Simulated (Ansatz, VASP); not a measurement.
# Br in VASP and in Ansatz

```
Br
1.0
     0.00000    2.34393    2.34393
     2.34393    0.00000    2.34393
     2.34393    2.34393    0.00000
Br
1
Direct
  0.00000 0.00000 0.00000
```

Alike in both runs: functional r2SCAN; k mesh 6 × 6 × 6; occupations gaussian, width 0.1 eV; no spin polarisation.

Ansatz relaxed the structure, and its values are those at the end. VASP's run is a single point on that final structure, the one shown.

|  | VASP | Ansatz |
| --- | --- | --- |
| version | VASP 6.6.1 | Ansatz 0.2.0 |
| potentials or method | VASP PAW PBE potentials, release 64 (Br), cutoff 520 eV | scalar-relativistic, plane waves, PAW |
| valence electrons in the cell | 7 | 7 |

|  | VASP | Ansatz | Ansatz less VASP |
| --- | --- | --- | --- |
| gap on the k mesh at the Fermi level (eV) | none | none | - |
| pressure (GPa) | 0.2 | 0.2 | +0.02 |

VASP's potentials were made for PBE, not for r2SCAN. A gap of «none» marks a metal or a gap that the smearing closes.

The k mesh is coarse, so the values compare programs but aren't converged.
